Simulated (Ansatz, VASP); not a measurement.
One calculation of ScNbTe3, two programs

```
Sc Nb Te
1.0
     3.55603    2.05308    3.08498
    -3.55603    2.05308    3.08498
     0.00000   -4.10615    3.08498
Sc Nb Te
1 1 3
Direct
  0.00000 0.00000 0.00000
  0.50000 0.50000 0.50000
  0.00000 0.53168 0.46832
  0.46832 0.00000 0.53168
  0.53168 0.46832 0.00000
```

Alike in both runs: task single point; functional PBE; k mesh 3 × 3 × 3; occupations gaussian, width 0.1 eV; no spin polarisation.

```csv
,VASP,Ansatz
version,VASP 6.6.1,Ansatz 0.2.0
potentials or method,"VASP PAW PBE potentials, release 64 (Sc_sv, Nb_sv, Te), cutoff 520 eV","scalar-relativistic, plane waves, PAW"
valence electrons in the cell,42,72
```

Ansatz gave:

| Item | Value |
| --- | --- |
| gap on the k mesh at the Fermi level (eV) | none |
| pressure (GPa) | 12.3 |
| traceless stress, the component that is largest in VASP (GPa) | 1.47 |
| rms of the force components (eV/Å) | 0.421 |

**Question.** Which values does VASP return?

**Answer.** gap on the k mesh at the Fermi level (eV): none; pressure (GPa): 12.1; traceless stress, the component that is largest in VASP (GPa): 1.45; rms of the force components (eV/Å): 0.418.

Atom by atom the forces differ by 0.002 eV/Å (rms over components). A gap of «none» marks a metal or a gap that the smearing closes. With one functional, cell and mesh, what is left measures potentials, basis and numerics. VASP's potentials hold 42 valence electrons a cell and Ansatz's 72, so a difference there can come from the potentials and not from the codes.

The k mesh is coarse, so the values compare programs but aren't converged. Neither program's run includes spin-orbit coupling.
